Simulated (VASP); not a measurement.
# Mg2Ge2N (P6mm) in VASP: notebook

The runs below take Mg2Ge2N through single point, relaxation of cell and atoms, with PBE.

Everything below comes from runs of VASP 6.6.1. Logs are shortened: lines on timing, memory, paths and dates and some standing lists are left out, and cuts for length are marked.

## (1) The cell of the first run

Symmetry: P6mm, No. 183, hexagonal system. Conventional cell: a = 3.641 Å, b = 3.641 Å, c = 7.836 Å, α = 90.00°, β = 90.00°, γ = 120.00°. Within 2.9 Å of Mg (site symmetry 6mm) lie 1 N at 2.15 Å and 6 Ge at 2.31 Å and 1 Mg at 2.87 Å. Within 3.7 Å of Mg (site symmetry 6mm) lie 1 N at 2.81 Å and 6 Ge at 2.85 Å and 7 Mg at 2.87 to 3.64 Å. Ge (site symmetry 3m) has 3 Ge at 2.10 Å and 6 Mg at 2.31 to 2.85 Å within 2.9 Å. Within 2.9 Å of N (site symmetry 6mm) lie 2 Mg at 2.15 to 2.81 Å.

The cell was built from a structure type or drawn by symmetry, and may not be a known phase.

## (2) Single point, PBE

File INCAR:

```
PREC = Accurate
ENCUT = 520
EDIFF = 1E-6
ISMEAR = 0
SIGMA = 0.1
LREAL = F
LASPH = T
NELM = 60
ALGO = Normal
ISIF = 2
LWAVE = F
LCHARG = T
GGA = PE
LELF = T
LVHAR = T
NBANDS = 26
```

File KPOINTS:

```
Automatic mesh
0
Gamma
  6 6 2
```

File POSCAR:

```
Mg2Ge2N
1.0
    3.6406141100      0.0000000000      0.0000000000
   -1.8203070600      3.1528643100      0.0000000000
    0.0000000000      0.0000000000      7.8359238800
Mg Ge N
2 2 1
Direct
    0.0000000000      0.0000000000      0.1587498000
    0.0000000000      0.0000000000      0.7924011900
    0.3333333300      0.6666666700      0.0374997700
    0.6666666700      0.3333333300      0.0374997700
    0.0000000000      0.0000000000      0.4333228200
```

Potentials or basis: VASP PAW PBE potentials, release 64 (Mg, Ge_d, N).

On the command line:

```sh
> cat potpaw_PBE.64/Mg/POTCAR potpaw_PBE.64/Ge_d/POTCAR potpaw_PBE.64/N/POTCAR > POTCAR
> mpirun -np 1 vasp_std > vasp.out
```

OUTCAR:

```text
PREC = Accurate
   ENCUT = 520
   EDIFF = 1E-6
   ISMEAR = 0
   LREAL = F
   LASPH = T
   NELM = 60
   ISIF = 2
   GGA = PE

 ion  position               nearest neighbor table
   1  0.000  0.000  0.159-   5 2.15   4 2.31   3 2.31   4 2.31   3 2.31   4 2.31   3 2.31   2 2.87

   2  0.000  0.000  0.792-   3 2.85   4 2.85   4 2.85   3 2.85   4 2.85   3 2.85   1 2.87
   3  0.333  0.667  0.037-   4 2.10   4 2.10   4 2.10   1 2.31   1 2.31   1 2.31   2 2.85   2 2.85
                             2 2.85
   4  0.667  0.333  0.037-   3 2.10   3 2.10   3 2.10   1 2.31   1 2.31   1 2.31   2 2.85   2 2.85
                             2 2.85
   5  0.000  0.000  0.433-   1 2.15

  LATTYP: Found a hexagonal cell.
 ALAT       =     3.6406141100
 C/A-ratio  =     2.1523632122

  Lattice vectors:

 A1 = (   3.6406141100,   0.0000000000,   0.0000000000)
 A2 = (  -1.8203070600,   3.1528643100,   0.0000000000)
 A3 = (   0.0000000000,   0.0000000000,   7.8359238800)

Analysis of symmetry for initial positions (statically):
=====================================================================
 Subroutine PRICEL returns:
 Original cell was already a primitive cell.

 Routine SETGRP: Setting up the symmetry group for a
 hexagonal supercell.

 Subroutine GETGRP returns: Found 12 space group operations
 (whereof 12 operations were pure point group operations)
 out of a pool of 24 trial point group operations.

The static configuration has the point symmetry C_6v.

Analysis of symmetry for dynamics (positions and initial velocities):
=====================================================================
 Subroutine PRICEL returns:
 Original cell was already a primitive cell.

 Routine SETGRP: Setting up the symmetry group for a
 hexagonal supercell.

 Subroutine GETGRP returns: Found 12 space group operations
 (whereof 12 operations were pure point group operations)
 out of a pool of 24 trial point group operations.

The dynamic configuration has the point symmetry C_6v.

 Subroutine INISYM returns: Found 12 space group operations
 (whereof 12 operations are pure point group operations),
 and found     1 'primitive' translations

----------------------------------------------------------------------------------------

                                     Primitive cell

  volume of cell :      89.9436

  direct lattice vectors                    reciprocal lattice vectors
     3.640614110  0.000000000  0.000000000     0.274678933  0.158585956  0.000000000
    -1.820307060  3.152864310  0.000000000     0.000000000  0.317171912  0.000000000
     0.000000000  0.000000000  7.835923880     0.000000000  0.000000000  0.127617370

  length of vectors
     3.640614110  3.640614117  7.835923880     0.317171912  0.317171912  0.127617370

  position of ions in fractional coordinates (direct lattice)
     0.000000000  0.000000000  0.158749800
     0.000000000  0.000000000  0.792401190
     0.333333330  0.666666670  0.037499770
     0.666666670  0.333333330  0.037499770
     0.000000000  0.000000000  0.433322820

  ion indices of the primitive-cell ions
   primitive index   ion index
                 1           1
                 2           2
                 3           3
                 4           4
                 5           5

----------------------------------------------------------------------------------------

 KPOINTS: Automatic mesh

Automatic generation of k-mesh.
 Grid dimensions read from file:
 generate k-points for:    6    6    2

 Generating k-lattice:

  Cartesian coordinates                     Fractional coordinates (reciprocal lattice)
     0.045779822  0.026430993  0.000000000     0.166666667  0.000000000  0.000000000
     0.000000000  0.052861985  0.000000000     0.000000000  0.166666667  0.000000000
     0.000000000  0.000000000  0.063808685     0.000000000  0.000000000  0.500000000

  Length of vectors
     0.052861985  0.052861985  0.063808685

  Shift w.r.t. Gamma in fractional coordinates (k-lattice)
     0.000000000  0.000000000  0.000000000

 Subroutine IBZKPT returns following result:
 ===========================================

 Found     14 irreducible k-points:

 Following reciprocal coordinates:
            Coordinates               Weight
  0.000000  0.000000  0.000000      1.000000
  0.166667  0.000000  0.000000      6.000000
  0.333333  0.000000  0.000000      6.000000
  0.500000  0.000000  0.000000      3.000000
  0.166667  0.166667  0.000000      6.000000
  0.333333  0.166667  0.000000     12.000000
  0.333333  0.333333  0.000000      2.000000
  0.000000  0.000000  0.500000      1.000000
  0.166667  0.000000  0.500000      6.000000
  0.333333  0.000000  0.500000      6.000000
  0.500000  0.000000  0.500000      3.000000
  0.166667  0.166667  0.500000      6.000000
  0.333333  0.166667  0.500000     12.000000
  0.333333  0.333333  0.500000      2.000000
   k-points           NKPTS =     14   k-points in BZ     NKDIM =     14   number of bands    NBANDS=     26
   number of dos      NEDOS =    301   number of ions     NIONS =      5
   total plane-waves  NPLWV =  47040
   dimension x,y,z NGX =    28 NGY =   28 NGZ =   60
   dimension x,y,z NGXF=    56 NGYF=   56 NGZF=  120
   ions per type =               2   2   1
   NGX,Y,Z   is equivalent  to a cutoff of  12.79, 12.79, 12.73 a.u.
   NGXF,Y,Z  is equivalent  to a cutoff of  25.57, 25.57, 25.46 a.u.
 SYSTEM =  unknown system
   PREC   = accura    normal or accurate (medium, high low for compatibility)
   ISTART =      0    job   : 0-new  1-cont  2-samecut
   ICHARG =      2    charge: 1-file 2-atom 10-const
   ISPIN  =      1    spin polarized calculation?
   LNONCOLLINEAR =      F non collinear calculations
   LSORBIT =      F    spin-orbit coupling
   LASPH  =      T    aspherical Exc in radial PAW
   ENCUT  =  520.0 eV  38.22 Ry    6.18 a.u.   6.77  6.77 14.57*2*pi/ulx,y,z
   NELM   =     60;   NELMIN=  2; NELMDL= -5     # of ELM steps
   EDIFF  = 0.1E-05   stopping-criterion for ELM
   LREAL  =      F    real-space projection
   EDIFFG = 0.1E-04   stopping-criterion for IOM
   NSW    =      0    number of steps for IOM
   IBRION =     -1    ionic relax: 0-MD 1-quasi-New 2-CG
   NFREE  =      0    steps in history (QN), initial steepest desc. (CG)
   ISIF   =      2    stress and relaxation
   ISYM   =      2    0-nonsym 1-usesym 2-fastsym
   POTIM  = 0.5000    time-step for ionic-motion
   TEBEG  =    0.0;   TEEND  =   0.0 temperature during run
   PSTRESS=    0.0 pullay stress
   NELECT =      37.0000    total number of electrons
   NUPDOWN=      -1.0000    fix difference up-down
   EMIN   =  10.00;   EMAX   =-10.00  energy-range for DOS
   EFERMI =   0.00;   METHOD = LEGACY
   ISMEAR =     0;   SIGMA  =   0.10  broadening in eV -4-tet -1-fermi 0-gaus
   EFERMI_NEDOS =   21; number of points for ismear=-14 and -15
   IALGO  =     38    algorithm
   IMIX   =      4    mixing-type and parameters
     AMIX     =   0.40;   BMIX     =  1.00
     AMIX_MAG =   1.60;   BMIX_MAG =  1.00
  volume/ion in A,a.u.               =      17.99       121.39
  Fermi-wavevector in a.u.,A,eV,Ry     =   1.217546  2.300828 20.169523  1.482418
  Thomas-Fermi vector in A             =   2.352863
   LORBIT       =      0    0 simple, 1 ext, 2 COOP (PROOUT), +10 PAW based schemes
   GGA     = PE    functional components
   LHFCALC =     F    Hartree Fock is set to
   AEXX    =    0.0000 exact exchange contribution
   IVDW    =     0    specifies the selected vdW correction
   LEPSILON=     F    determine dielectric tensor
   LRPA    =     F    only Hartree local field effects (RPA)
 non-spin polarized calculation
 Gauss-broadening in eV      SIGMA  =   0.10
  energy-cutoff  :      520.00
  volume of cell :       89.94
 maximum number of plane-waves:      2442
 NGX is ok and might be reduce to    28
   NGX = 13   NGY = 13   NGZ = 29

 number of electron      36.9999997 magnetization

 Free energy of the ion-electron system (eV)
  ---------------------------------------------------
  ext. energy  EPLUGINS =         0.00000000
  ---------------------------------------------------
  free energy    TOTEN  =        -7.89594148 eV

  energy without entropy =       -7.87252777  energy(sigma->0) =       -7.88423462

 E-fermi :   4.0068     XC(G=0):  -9.3713

 val. band max:        3.9972996327   @ k =   0.1667   0.0000   0.5000
 cond. band min:       4.0546940833   @ k =   0.1667   0.1667   0.0000
 fundamental gap:      0.0573944506
 Fermi energy:         4.0068064224

 k-point     1 :       0.0000    0.0000    0.0000
  band No.  band energies     occupation
      1     -22.6333      2.00000
      2     -22.6333      2.00000
      3     -22.6134      2.00000
      4     -22.4396      2.00000
      5     -22.4396      2.00000
      6     -22.3394      2.00000
[... 18 lines left out ...]
     25       9.7494      0.00000
     26      11.3507      0.00000

 k-point     2 :       0.1667    0.0000    0.0000
  band No.  band energies     occupation
      1     -22.7481      2.00000
      2     -22.7423      2.00000
      3     -22.6056      2.00000
      4     -22.4517      2.00000
      5     -22.4238      2.00000
      6     -22.2134      2.00000
[... 18 lines left out ...]
     25       9.8173      0.00000
     26       9.9338      0.00000

 k-point     3 :       0.3333    0.0000    0.0000
  band No.  band energies     occupation
      1     -22.8911      2.00000
      2     -22.8688      2.00000
      3     -22.5804      2.00000
      4     -22.4740      2.00000
      5     -22.3878      2.00000
      6     -22.1109      2.00000
[... 282 lines left out ...]
 k-point    13 :       0.3333    0.1667    0.5000
  band No.  band energies     occupation
      1     -23.0241      2.00000
      2     -22.7947      2.00000
      3     -22.6088      2.00000
      4     -22.4986      2.00000
      5     -22.3365      2.00000
      6     -22.1613      2.00000
[... 18 lines left out ...]
     25      10.3811      0.00000
     26      11.0883      0.00000

 k-point    14 :       0.3333    0.3333    0.5000
  band No.  band energies     occupation
      1     -23.0804      2.00000
      2     -22.6923      2.00000
      3     -22.6923      2.00000
      4     -22.5149      2.00000
      5     -22.2484      2.00000
      6     -22.2484      2.00000
[... 18 lines left out ...]
     25       8.8746      0.00000
     26      10.1951      0.00000

------------------------ aborting loop because EDIFF is reached ----------------------------------------

  FORCE on cell =-STRESS in cart. coord.  units (eV):
  Direction    XX          YY          ZZ          XY          YZ          ZX
  --------------------------------------------------------------------------------------
  -------------------------------------------------------------------------------------
  Total       33.5345195     33.5345196      2.3065974     -0.0000001     -0.0000000      0.0000000
  in kB      597.3550410    597.3550431     41.0877386     -0.0000009     -0.0000000      0.0000000
  external PRESSURE =     411.9326076 kB  Pullay stress =       0.0000000 kB

 VOLUME and BASIS-vectors are now :
 -----------------------------------------------------------------------------
  energy-cutoff  :      520.00
  volume of cell :       89.94
      direct lattice vectors                 reciprocal lattice vectors
     3.640614110  0.000000000  0.000000000     0.274678933  0.158585956  0.000000000
    -1.820307060  3.152864310  0.000000000     0.000000000  0.317171912  0.000000000
     0.000000000  0.000000000  7.835923880     0.000000000  0.000000000  0.127617370

 POSITION                                       TOTAL-FORCE (eV/Angst)
 -----------------------------------------------------------------------------------
      0.00000      0.00000      1.24395         0.000000     -0.000000      9.123441
      0.00000      0.00000      6.20920         0.000000     -0.000000     -3.371114
     -0.00000      2.10191      0.29385         0.000000      0.000000     -3.127095
      1.82031      1.05095      0.29385        -0.000000     -0.000000     -3.127095
      0.00000      0.00000      3.39548         0.000000     -0.000000      0.501863
 -----------------------------------------------------------------------------------
    total drift:                                0.000000      0.000000     -0.000693

  FREE ENERGIE OF THE ION-ELECTRON SYSTEM (eV)
  ---------------------------------------------------
  free  energy   TOTEN  =        -7.8959414798 eV

  energy  without entropy=       -7.8725277654  energy(sigma->0) =       -7.88423462
```

Run time: 24 s. Hardware: 1 thread of Intel Xeon Platinum 8559C (Emerald Rapids), shared host; peak memory 0.22 GiB.

Results:

| Quantity | Value |
| --- | --- |
| Free energy | -7.8959 eV |
| Pressure | 41.2 GPa |
| Largest force | 9.123 eV/Å |
| Band gap on the k mesh | zero (an odd number of electrons rules out a gap without spin polarisation) |

Forces in eV/Å, atoms in the order of the input:
```
Mg   0.000  0.000  9.123
Mg   0.000  0.000 -3.371
Ge   0.000  0.000 -3.127
Ge   0.000  0.000 -3.127
N    0.000  0.000  0.502
```

Caveat: the k points lie up to 0.40 Å⁻¹ apart, too coarse for converged energies and pressures of a metal; forces of over 1 eV/Å act on the atoms, so gaps and moduli don't describe the material at rest.

## (3) Relaxation of cell and atoms, PBE

File INCAR:

```
PREC     = Accurate       # precision mode
ENCUT    = 600            # plane-wave cutoff, eV
EDIFF    = 1E-6           # SCF threshold, eV
ISMEAR   = 0              # smearing method
SIGMA    = 0.1            # smearing width, eV
LREAL    = F              # projectors in reciprocal space
LASPH    = T              # aspherical terms in the spheres
NELM     = 60             # most SCF steps
ALGO     = Normal         # electronic algorithm
ISIF     = 3              # what is computed and relaxed
LWAVE    = F              # write WAVECAR
LCHARG   = F              # write CHGCAR
GGA      = PE             # functional
IBRION   = 2              # ionic algorithm
NSW      = 90             # ionic steps
EDIFFG   = -0.04          # ionic threshold
```

KPOINTS is that of step 2.

POSCAR is that of step 2.

Potentials or basis: VASP PAW PBE potentials, release 64 (Mg, Ge_d, N).

On the command line:

```sh
> cat potpaw_PBE.64/Mg/POTCAR potpaw_PBE.64/Ge_d/POTCAR potpaw_PBE.64/N/POTCAR > POTCAR
> mpirun -np 1 vasp_std > vasp.out
```

It took 14 min on 1 thread of Intel Xeon Platinum 8559C (Emerald Rapids), shared host; peak memory 0.27 GiB.

The run converged. Its results:

* Free energy: -17.1211 eV
* Relaxed volume: 24.82 Å³/atom
* Relaxed cell: a = 4.311 Å, b = 4.311 Å, c = 7.708 Å, α = 90.00°, β = 90.00°, γ = 120.00°
* Space group after relaxing (to 0.1 Å): P6/mmm (No. 191)
* Energy gained by relaxing: 1844.7 meV/atom
* Ionic steps: 42
* Pressure after relaxing: 0.0 GPa
* Largest force after relaxing: 0.012 eV/Å
* Band gap on the k mesh: zero (an odd number of electrons rules out a gap without spin polarisation)

Forces on the atoms (eV/Å):
```
Mg   0.000  0.000 -0.001
Mg   0.000  0.000 -0.004
Ge   0.000  0.000 -0.003
Ge   0.000  0.000 -0.003
N    0.000  0.000  0.012
```

Step by step:
| step | energy change (eV) | largest force (eV/Å) | pressure (GPa) | volume (Å³) |
| --- | --- | --- | --- | --- |
| 1 | 0.0000 | 9.1248 | 41.15 | 89.94 |
| 3 | -7.4773 | 2.6626 | -0.88 | 136.09 |
| 5 | -8.2556 | 2.1026 | -2.89 | 137.95 |
| 7 | -8.3751 | 2.5103 | -2.47 | 136.41 |
| 9 | -9.0118 | 1.4110 | -1.41 | 131.16 |
| 11 | -9.0623 | 0.8004 | 0.05 | 128.10 |
| 13 | -9.0894 | 0.4410 | 0.07 | 127.75 |
| 15 | -9.1227 | 0.4856 | -0.37 | 127.85 |
| 17 | -9.1528 | 0.2216 | 0.22 | 126.59 |
| 19 | -9.1552 | 0.3630 | 0.44 | 126.12 |
| 21 | -9.1646 | 0.2958 | 0.11 | 126.68 |
| 23 | -9.1700 | 0.1903 | -0.54 | 127.39 |
| 25 | -9.1783 | 0.5465 | -0.33 | 125.42 |
| 27 | -9.1838 | 0.6158 | 0.11 | 123.72 |
| 29 | -9.1928 | 0.3572 | 0.10 | 123.60 |
| 31 | -9.2018 | 0.2471 | 0.08 | 123.83 |
| 33 | -9.2158 | 0.3123 | 0.13 | 124.85 |
| 35 | -9.2210 | 0.1460 | -0.27 | 125.34 |
| 37 | -9.2219 | 0.1010 | -0.26 | 125.15 |
| 39 | -9.2233 | 0.0994 | -0.07 | 124.27 |
| 41 | -9.2233 | 0.1040 | -0.04 | 124.23 |
| 42 | -9.2235 | 0.0117 | 0.00 | 124.08 |

Final structure:
```
CELL_PARAMETERS angstrom
4.31143 0.00000 0.00000
-2.15572 3.73381 0.00000
0.00000 0.00000 7.70755
ATOMIC_POSITIONS crystal
Mg 0.00000 0.00000 0.24548
Mg 0.00000 0.00000 0.73814
Ge 0.33333 0.66667 0.99204
Ge 0.66667 0.33333 0.99204
N 0.00000 0.00000 0.49177
```

Levels at points of the mesh, in eV from the Fermi level:
| k point | band 14 | band 15 | band 16 | band 17 | band 18 | band 19 | band 20 | band 21 | band 22 |
| --- | --- | --- | --- | --- | --- | --- | --- | --- | --- |
| (0.00, 0.00, 0.00) | -2.89 | -2.26 | -2.26 | -1.54 | 0.09 | 0.09 | 0.63 | 1.10 | 1.10 |
| (0.50, 0.00, 0.00) | -3.79 | -2.39 | -2.38 | -2.01 | -0.87 | -0.48 | -0.03 | 3.54 | 3.77 |
| (0.00, 0.00, 0.50) | -2.89 | -2.32 | -2.26 | -2.26 | 0.13 | 0.13 | 1.03 | 1.03 | 2.01 |
| (0.50, 0.00, 0.50) | -3.79 | -2.57 | -2.43 | -1.38 | -1.21 | -0.41 | -0.07 | 3.24 | 3.42 |

Caveat: the k points lie up to 0.41 Å⁻¹ apart in the final cell, too coarse for converged energies and pressures of a metal; the volume moved by over 15 % at a fixed basis, so the end points are rough.
